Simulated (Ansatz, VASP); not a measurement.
# SnPb2O3: VASP beside Ansatz

INCAR

```
SYSTEM = SnPb2O3
PREC     = Accurate       ! precision mode
ENCUT    = 600            ! plane-wave cutoff, eV
EDIFF    = 1E-7           ! SCF threshold, eV
ISMEAR   = 0              ! smearing method
SIGMA    = 0.1            ! smearing width, eV
LREAL    = .False.        ! projectors in reciprocal space
LASPH    = .True.         ! aspherical terms in the spheres
NELM     = 100            ! most SCF steps
ALGO     = Normal         ! electronic algorithm
ISIF     = 3              ! what is computed and relaxed
LWAVE    = .False.        ! write WAVECAR
LCHARG   = .False.        ! write CHGCAR
GGA      = PE             ! functional
IBRION   = 2              ! ionic algorithm
NSW      = 90             ! ionic steps
EDIFFG   = -0.04          ! ionic threshold
```

The input KPOINTS:

```
Automatic mesh
0
Gamma
  4 4 1
  0 0 0
```

POSCAR

```
SnPb2O3
1.0
    3.9025078900      0.0000000000      0.0000000000
    0.0000000000      3.9025078900      0.0000000000
    0.0000000000      0.0000000000     15.3967249500
Sn Pb O
2 4 6
Direct
    0.5000000000      0.0000000000      0.9086582600
    0.0000000000      0.5000000000      0.0913417400
    0.5000000000      0.0000000000      0.2419915900
    0.5000000000      0.0000000000      0.5753249300
    0.0000000000      0.5000000000      0.4246750700
    0.0000000000      0.5000000000      0.7580084100
    0.5000000000      0.5000000000      0.8333333300
    0.5000000000      0.5000000000      0.1666666700
    0.5000000000      0.5000000000      0.5000000000
    0.0000000000      0.0000000000      0.8333333300
    0.0000000000      0.0000000000      0.1666666700
    0.0000000000      0.0000000000      0.5000000000
```

Input for Ansatz:

```yaml
crystal:
  lattice:
    - [3.90250789, 0.0, 0.0]
    - [0.0, 3.90250789, 0.0]
    - [0.0, 0.0, 15.39672495]
  atoms:
    - { symbol: Sn, position: [0.5, 0.0, 0.90865826] }
    - { symbol: Sn, position: [0.0, 0.5, 0.09134174] }
    - { symbol: Pb, position: [0.5, 0.0, 0.24199159] }
    - { symbol: Pb, position: [0.5, 0.0, 0.57532493] }
    - { symbol: Pb, position: [0.0, 0.5, 0.42467507] }
    - { symbol: Pb, position: [0.0, 0.5, 0.75800841] }
    - { symbol: O, position: [0.5, 0.5, 0.83333333] }
    - { symbol: O, position: [0.5, 0.5, 0.16666667] }
    - { symbol: O, position: [0.5, 0.5, 0.5] }
    - { symbol: O, position: [0.0, 0.0, 0.83333333] }
    - { symbol: O, position: [0.0, 0.0, 0.16666667] }
    - { symbol: O, position: [0.0, 0.0, 0.5] }
basis:
  ecutwfc: 420
kpoints:
  mp_grid: { grid: [4, 4, 1] }
hamiltonian:
  xc: pbe
scf:
  occupations: { method: gaussian, width: 0.1 }
  lower_state_search: "off"
output:
  forces: true
  stress: true
  eigenvalues: true
relax:
  adjacent_minimum: "off"
  f_tol: 0.04
  max_steps: 70
  cell: { stress_tol: 0.4 }
```

Alike in both runs: task relaxation of cell and atoms; functional PBE; k mesh 4 × 4 × 1; occupations gaussian, width 0.1 eV; no spin polarisation.

```csv
,VASP,Ansatz
version,VASP 6.6.1,Ansatz 0.2.0
potentials or method,"VASP PAW PBE potentials, release 64 (Sn_d, Pb_d, O), cutoff 600 eV","scalar-relativistic, plane waves, PAW"
valence electrons in the cell,120,120
```

Ansatz gave:

| Quantity | Value |
| --- | --- |
| gap on the k mesh at the Fermi level, each at its own relaxed structure (eV) | 1.18 |
| relaxed volume (Å³/atom) | 21.16 |
| relaxed cell length with the largest relative difference (Å) | 15.979 |

**Question.** Estimate VASP's values.

**Answer.** gap on the k mesh at the Fermi level, each at its own relaxed structure (eV): 1.31; relaxed volume (Å³/atom): 21.67; relaxed cell length with the largest relative difference (Å): 16.380.

Neither program's run includes spin-orbit coupling.
